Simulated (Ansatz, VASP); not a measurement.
**MgS in VASP and in Ansatz**

INCAR

```
  ALGO = Normal
  EDIFF = 1E-6
  ENCUT = 520
  ISIF = 2
  ISMEAR = 0
  LASPH = T
  LCHARG = T
  LELF = T
  LREAL = F
  LVHAR = T
  LWAVE = F
  NBANDS = 16
  NELM = 80
  PREC = Accurate
  SIGMA = 0.01
```

Contents of KPOINTS:

```
k-points
0
Gamma
  12 12 6
```

POSCAR

```
MgS
1.0
    4.2955415433      0.0000000000      0.0000000000
   -2.1477707716      3.7200480996      0.0000000000
    0.0000000000      0.0000000000      5.2850911870
Mg S
2 2
Direct
    0.3333333333      0.6666666667      0.2500000000
    0.6666666667      0.3333333333      0.7500000000
    0.6666666667      0.3333333333      0.2500000000
    0.3333333333      0.6666666667      0.7500000000
```

Input for Ansatz:

```yaml
crystal:
  lattice:
    - [4.2955415433, 0.0, 0.0]
    - [-2.1477707716, 3.7200480996, 0.0]
    - [0.0, 0.0, 5.285091187]
  atoms:
    - { symbol: Mg, position: [0.3333333333, 0.6666666667, 0.25] }
    - { symbol: Mg, position: [0.6666666667, 0.3333333333, 0.75] }
    - { symbol: S, position: [0.6666666667, 0.3333333333, 0.25] }
    - { symbol: S, position: [0.3333333333, 0.6666666667, 0.75] }
kpoints:
  mp_grid: { grid: [12, 12, 6] }
  band_path:
    path:
      - [0.0, 0.0, 0.0]
      - [0.5, 0.0, 0.0]
      - [0.3333333333, 0.3333333333, 0.0]
      - [0.0, 0.0, 0.5]
      - [0.5, 0.0, 0.5]
      - [0.3333333333, 0.3333333333, 0.5]
    npoints: 1
hamiltonian:
  xc: lda
scf:
  occupations: { method: fixed }
  n_extra_bands: 5
output:
  forces: true
  stress: true
  eigenvalues: true
```

Alike in both runs: task single point; functional LDA; k mesh 12 × 12 × 6; no spin polarisation.

|  | VASP | Ansatz |
| --- | --- | --- |
| version | VASP 6.6.1 | Ansatz 0.2.0 |
| potentials or method | VASP PAW LDA potentials, release 64 (Mg, S) | plane waves, PAW |
| plane-wave cutoff (eV) | 520 | 420 |
| occupations | gaussian, width 0.01 eV | fixed |
| valence electrons in the cell | 16 | 32 |

```csv
,VASP,Ansatz,Ansatz less VASP
gap on the k mesh at the Fermi level (eV),2.73,2.72,-0.009
pressure (GPa),-2.7,-2.3,+0.34
"traceless stress, the component that is largest in VASP (GPa)",-0.15,-0.16,-0.011
```

LDA's correlation is that of Perdew and Zunger in VASP and of Perdew and Wang (1992) in Ansatz. VASP's potentials hold 16 valence electrons a cell and Ansatz's 32, so a difference there can come from the potentials and not from the codes.
